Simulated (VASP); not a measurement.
# TiC (CsCl type) (Pm-3m) in VASP: further runs

TiC (CsCl type) is run at these levels: PBE; tasks: single point, relaxation of cell and atoms.

Everything below comes from runs of VASP 6.6.1. Logs are shortened: lines on timing, memory, paths and dates and some standing lists are left out, and cuts for length are marked.

## 1. The cell of the first run

The structure is cubic, space group Pm-3m (No. 221). Conventional cell: a = 2.639 Å, b = 2.639 Å, c = 2.639 Å, α = 90.00°, β = 90.00°, γ = 90.00°. Ti (site symmetry m-3m) has 8 C at 2.29 Å and 6 Ti at 2.64 Å within 3.0 Å. C (site symmetry m-3m) has 8 Ti at 2.29 Å and 6 C at 2.64 Å within 3.0 Å.

## 2. Single point, PBE

File INCAR:

```
SYSTEM = TiC
ALGO     = Normal         ! electronic algorithm
EDIFF    = 1E-6           ! SCF threshold, eV
ENCUT    = 520            ! plane-wave cutoff, eV
GGA      = PE             ! functional
ISIF     = 2              ! what is computed and relaxed
ISMEAR   = -1             ! smearing method
LASPH    = .True.         ! aspherical terms in the spheres
LCHARG   = .False.        ! write CHGCAR
LREAL    = .False.        ! projectors in reciprocal space
LWAVE    = .False.        ! write WAVECAR
NBANDS   = 15             ! bands
NELM     = 100            ! most SCF steps
PREC     = Accurate       ! precision mode
SIGMA    = 0.08           ! smearing width, eV
```

File KPOINTS:

```
k-points
0
Gamma
  14 14 14
  0 0 0
```

File POSCAR:

```
TiC
1.0
    2.6385000112      0.0000000000      0.0000000000
    0.0000000000      2.6385000112      0.0000000000
    0.0000000000      0.0000000000      2.6385000112
Ti C
1 1
Direct
    0.0000000000      0.0000000000      0.0000000000
    0.5000000000      0.5000000000      0.5000000000
```

Potentials or basis: VASP PAW PBE potentials, release 64 (Ti_sv, C).

Launch:

```sh
$ cat potpaw_PBE.64/Ti_sv/POTCAR potpaw_PBE.64/C/POTCAR > POTCAR
$ mpirun -np 1 vasp_std > vasp.out
```

OUTCAR:

```text
SYSTEM = TiC
   EDIFF = 1E-6
   ENCUT = 520
   GGA = PE
   ISIF = 2
   ISMEAR = -1
   LASPH = .True.
   LREAL = .False.
   NELM = 100
   PREC = Accurate

 ion  position               nearest neighbor table
   1  0.000  0.000  0.000-   2 2.29   2 2.29   2 2.29   2 2.29   2 2.29   2 2.29   2 2.29   2 2.29

   2  0.500  0.500  0.500-   1 2.29   1 2.29   1 2.29   1 2.29   1 2.29   1 2.29   1 2.29   1 2.29

  LATTYP: Found a simple cubic cell.
 ALAT       =     2.6385000112

  Lattice vectors:

 A1 = (   2.6385000112,   0.0000000000,   0.0000000000)
 A2 = (   0.0000000000,   2.6385000112,   0.0000000000)
 A3 = (   0.0000000000,   0.0000000000,   2.6385000112)

Analysis of symmetry for initial positions (statically):
=====================================================================
 Subroutine PRICEL returns:
 Original cell was already a primitive cell.

 Routine SETGRP: Setting up the symmetry group for a
 simple cubic supercell.

 Subroutine GETGRP returns: Found 48 space group operations
 (whereof 48 operations were pure point group operations)
 out of a pool of 48 trial point group operations.

The static configuration has the point symmetry O_h .

Analysis of symmetry for dynamics (positions and initial velocities):
=====================================================================
 Subroutine PRICEL returns:
 Original cell was already a primitive cell.

 Routine SETGRP: Setting up the symmetry group for a
 simple cubic supercell.

 Subroutine GETGRP returns: Found 48 space group operations
 (whereof 48 operations were pure point group operations)
 out of a pool of 48 trial point group operations.

The dynamic configuration has the point symmetry O_h .

 Subroutine INISYM returns: Found 48 space group operations
 (whereof 48 operations are pure point group operations),
 and found     1 'primitive' translations

----------------------------------------------------------------------------------------

                                     Primitive cell

  volume of cell :      18.3684

  direct lattice vectors                    reciprocal lattice vectors
     2.638500011  0.000000000  0.000000000     0.379003220  0.000000000  0.000000000
     0.000000000  2.638500011  0.000000000     0.000000000  0.379003220  0.000000000
     0.000000000  0.000000000  2.638500011     0.000000000  0.000000000  0.379003220

  length of vectors
     2.638500011  2.638500011  2.638500011     0.379003220  0.379003220  0.379003220

[... 85 lines left out ...]
   NFREE  =      0    steps in history (QN), initial steepest desc. (CG)
   ISIF   =      2    stress and relaxation
   ISYM   =      2    0-nonsym 1-usesym 2-fastsym
   POTIM  = 0.5000    time-step for ionic-motion
   TEBEG  =    0.0;   TEEND  =   0.0 temperature during run
   PSTRESS=    0.0 pullay stress
   NELECT =      16.0000    total number of electrons
   NUPDOWN=      -1.0000    fix difference up-down
   EMIN   =  10.00;   EMAX   =-10.00  energy-range for DOS
   EFERMI =   0.00;   METHOD = LEGACY
   ISMEAR =    -1;   SIGMA  =   0.08  broadening in eV -4-tet -1-fermi 0-gaus
   EFERMI_NEDOS =   21; number of points for ismear=-14 and -15
   IALGO  =     38    algorithm
   IMIX   =      4    mixing-type and parameters
     AMIX     =   0.40;   BMIX     =  1.00
     AMIX_MAG =   1.60;   BMIX_MAG =  1.00
  volume/ion in A,a.u.               =       9.18        61.98
  Fermi-wavevector in a.u.,A,eV,Ry     =   1.563475  2.954540 33.258835  2.444455
  Thomas-Fermi vector in A             =   2.666241
   LORBIT       =      0    0 simple, 1 ext, 2 COOP (PROOUT), +10 PAW based schemes
   GGA     = PE    functional components
   LHFCALC =     F    Hartree Fock is set to
   AEXX    =    0.0000 exact exchange contribution
   IVDW    =     0    specifies the selected vdW correction
   LEPSILON=     F    determine dielectric tensor
   LRPA    =     F    only Hartree local field effects (RPA)
 non-spin polarized calculation
  energy-cutoff  :      520.00
  volume of cell :       18.37
 maximum number of plane-waves:       510
 NGX is ok and might be reduce to    20
   NGX =  9   NGY =  9   NGZ =  9

 number of electron      15.9999994 magnetization

 Free energy of the ion-electron system (eV)
  ---------------------------------------------------
  ext. energy  EPLUGINS =         0.00000000
  ---------------------------------------------------
  free energy    TOTEN  =       -16.29437677 eV

  energy without entropy =      -16.24127733  energy(sigma->0) =      -16.26782705

 E-fermi :  11.0876     XC(G=0): -13.3158

 val. band max:       11.0875626569   @ k =   0.3571   0.1429   0.1429
 cond. band min:      11.0941384940   @ k =   0.4286   0.3571   0.0714
 fundamental gap:      0.0065758372
 Fermi energy:        11.0876455122

 k-point     1 :       0.0000    0.0000    0.0000
  band No.  band energies     occupation
      1     -45.5063      2.00000
      2     -21.3122      2.00000
      3     -21.3122      2.00000
      4     -21.3122      2.00000
      5      -2.3924      2.00000
      6       9.2963      2.00000
      7       9.2963      2.00000
      8      12.6945      0.00000
      9      12.6945      0.00000
     10      12.6945      0.00000
     11      14.7104      0.00000
     12      14.7104      0.00000
     13      14.7104      0.00000
     14      22.8562      0.00000
[... 401 lines left out ...]
      2     -22.0404      2.00000
      3     -21.5918      2.00000
      4     -21.2020      2.00000
      5       0.2684      2.00000
      6       6.2919      2.00000
      7       8.7965      2.00000
      8      10.8830      1.85616
      9      11.0326      1.33092
     10      13.9621      0.00000
     11      14.9814      0.00000
     12      16.5295      0.00000
     13      17.1370      0.00000
     14      24.0961      0.00000
     15      26.9680      0.00000

 [... further k-points ...]
[... 5 lines left out ...]
  --------------------------------------------------------------------------------------
  -------------------------------------------------------------------------------------
  Total        2.4389786      2.4389786      2.4389786      0.0000000      0.0000000     -0.0000000
  in kB      212.7390786    212.7390786    212.7390786      0.0000000      0.0000000     -0.0000000
  external PRESSURE =     212.7390786 kB  Pullay stress =       0.0000000 kB

 VOLUME and BASIS-vectors are now :
 -----------------------------------------------------------------------------
  energy-cutoff  :      520.00
  volume of cell :       18.37
      direct lattice vectors                 reciprocal lattice vectors
     2.638500011  0.000000000  0.000000000     0.379003220  0.000000000  0.000000000
     0.000000000  2.638500011  0.000000000     0.000000000  0.379003220  0.000000000
     0.000000000  0.000000000  2.638500011     0.000000000  0.000000000  0.379003220

 POSITION                                       TOTAL-FORCE (eV/Angst)
 -----------------------------------------------------------------------------------
      0.00000      0.00000      0.00000         0.000000      0.000000      0.000000
      1.31925      1.31925      1.31925         0.000000      0.000000      0.000000
 -----------------------------------------------------------------------------------
    total drift:                               -0.000000      0.000000      0.000000

  FREE ENERGIE OF THE ION-ELECTRON SYSTEM (eV)
  ---------------------------------------------------
  free  energy   TOTEN  =       -16.2943767716 eV

  energy  without entropy=      -16.2412773258  energy(sigma->0) =      -16.26782705
```

Run time: 17 s. Hardware: 1 thread of Intel Xeon Platinum 8488C (Sapphire Rapids), shared host; peak memory 0.14 GiB.

What came out:

```
Free energy            : -16.2944 eV
Pressure               : 21.3 GPa
Band gap on the k mesh : zero (band 8 reaches 12.69 eV, above the bottom of band 9 at 10.25 eV)
```

Levels at points of the mesh, in eV from the Fermi level:
```csv
k point,band 4,band 5,band 6,band 7,band 8,band 9,band 10,band 11,band 12,band 13
"(0.00, 0.00, 0.00)",-32.40,-13.48,-1.79,-1.79,1.61,1.61,1.61,3.62,3.62,3.62
"(0.50, 0.00, 0.00)",-32.30,-10.19,-6.76,-1.08,-1.08,-0.78,3.89,4.77,7.10,7.10
"(0.50, 0.50, 0.00)",-32.22,-10.26,-3.35,-3.35,-0.65,1.91,1.91,2.97,4.43,5.00
"(0.50, 0.50, 0.50)",-33.02,-6.50,-5.87,-5.87,-5.87,5.12,5.12,7.51,7.51,7.51
```

## 3. Single point, PBE

File INCAR:

```
  PREC = Accurate
  ENCUT = 520
  EDIFF = 1E-6
  ISMEAR = -1
  SIGMA = 0.08
  LREAL = F
  LASPH = T
  NELM = 60
  ALGO = Normal
  ISIF = 2
  LWAVE = F
  LCHARG = F
  GGA = PE
  NBANDS = 15
```

File KPOINTS:

```
Automatic mesh
0
Gamma
  14 14 14
```

File POSCAR:

```
TiC
1.0
    2.6385810521      0.0000000000      0.0000000000
    0.0000000000      2.6385810521      0.0000000000
    0.0000000000      0.0000000000      2.6385810521
Ti C
1 1
Direct
    0.0000000000      0.0000000000      0.0000000000
    0.5000000000      0.5000000000      0.5000000000
```

Potentials or basis: VASP PAW PBE potentials, release 64 (Ti_sv, C).

Launch:

```sh
$ cat potpaw_PBE.64/Ti_sv/POTCAR potpaw_PBE.64/C/POTCAR > POTCAR
$ mpirun -np 1 vasp_std > vasp.out
```

It took 17 s on 1 thread of Intel Xeon Platinum 8488C (Sapphire Rapids), shared host; peak memory 0.14 GiB.

Results (log left out):

```yaml
Free_energy: -16.2946 eV
Pressure: 21.2 GPa
Band_gap_on_the_k_mesh: zero (band 8 reaches 12.69 eV, above the bottom of band 9 at 10.25 eV)
```

Levels at points of the mesh, in eV from the Fermi level:
```tsv
k point	band 4	band 5	band 6	band 7	band 8	band 9	band 10	band 11	band 12	band 13
(0.00, 0.00, 0.00)	-32.40	-13.48	-1.79	-1.79	1.61	1.61	1.61	3.62	3.62	3.62
(0.50, 0.00, 0.00)	-32.30	-10.19	-6.76	-1.08	-1.08	-0.78	3.89	4.77	7.10	7.10
(0.50, 0.50, 0.00)	-32.22	-10.26	-3.35	-3.35	-0.65	1.91	1.91	2.97	4.43	5.00
(0.50, 0.50, 0.50)	-33.02	-6.50	-5.87	-5.87	-5.87	5.12	5.12	7.51	7.51	7.51
```

## 4. Relaxation of cell and atoms, PBE, target pressure 21 GPa, at which the enthalpy is minimised

This run uses another cell than the first one, of 8.88 Å³/atom, 0.967 times its volume.

File INCAR:

```
PREC = Accurate
ENCUT = 600
EDIFF = 1E-7
ISMEAR = -1
SIGMA = 0.08
LREAL = False
LASPH = True
NELM = 80
ALGO = Normal
ISIF = 3
LWAVE = False
LCHARG = False
GGA = PE
IBRION = 2
NSW = 60
EDIFFG = -0.005
PSTRESS = 210.0
```

File KPOINTS:

```
regular mesh
0
Gamma
  14 14 14
```

File POSCAR:

```
TiC
1.0
    2.6090596611      0.0000000000      0.0000000000
    0.0000000000      2.6090596611      0.0000000000
    0.0000000000      0.0000000000      2.6090596611
Ti C
1 1
Direct
    0.0000000000      0.0000000000      0.0000000000
    0.5000000000      0.5000000000      0.5000000000
```

Launch:

```sh
$ cat potpaw_PBE.64/Ti_sv/POTCAR potpaw_PBE.64/C/POTCAR > POTCAR
$ mpirun -np 1 vasp_std > vasp.out
```

Wall time 60 s (1 thread of Intel Xeon Platinum 8488C (Sapphire Rapids), shared host); peak memory 0.16 GiB.

It converged, with:

```yaml
Free_energy: -16.2950 eV
Relaxed_volume: 9.19 Å³/atom
Relaxed_cell: a = 2.639 Å, b = 2.639 Å, c = 2.639 Å, α = 90.00°, β = 90.00°, γ = 90.00°
Space_group_after_relaxing_to_0.05_Å: Pm-3m (No. 221)
Energy_change_on_relaxing_the_enthalpy_is_what_falls: -50.4 meV/atom
Ionic_steps: 4
Pressure_after_relaxing: 21.1 GPa
Band_gap_on_the_k_mesh: zero (band 8 reaches 12.69 eV, above the bottom of band 9 at 10.25 eV)
```

Step by step:
```
step  energy change (eV)  largest force (eV/Å)  pressure (GPa)  volume (Å³)
   1              0.0000                0.0000           31.85        17.76
   2             -0.1848                0.0000            7.07        19.35
   3             -0.1025                0.0000           20.86        18.39
   4             -0.1008                0.0000           21.08        18.37
```

Final structure:
```xyz
2
Lattice="2.6388 0.0000 0.0000 0.0000 2.6388 0.0000 0.0000 0.0000 2.6388" Properties=species:S:1:pos:R:3 pbc="T T T"
Ti    0.0000    0.0000    0.0000
C     1.3194    1.3194    1.3194
```

Levels at points of the mesh, in eV from the Fermi level:
```tsv
k point	band 4	band 5	band 6	band 7	band 8	band 9	band 10	band 11	band 12
(0.00, 0.00, 0.00)	-32.40	-13.48	-1.79	-1.79	1.61	1.61	1.61	3.62	3.62
(0.50, 0.00, 0.00)	-32.31	-10.19	-6.75	-1.08	-1.08	-0.78	3.89	4.76	7.10
(0.50, 0.50, 0.00)	-32.22	-10.26	-3.35	-3.35	-0.64	1.91	1.91	2.97	4.43
(0.50, 0.50, 0.50)	-33.03	-6.50	-5.87	-5.87	-5.87	5.11	5.11	7.51	7.51
```

Caveat: the cell is relaxed towards a set pressure, so the enthalpy falls and the energy may rise.

[end of part 1 of 2]
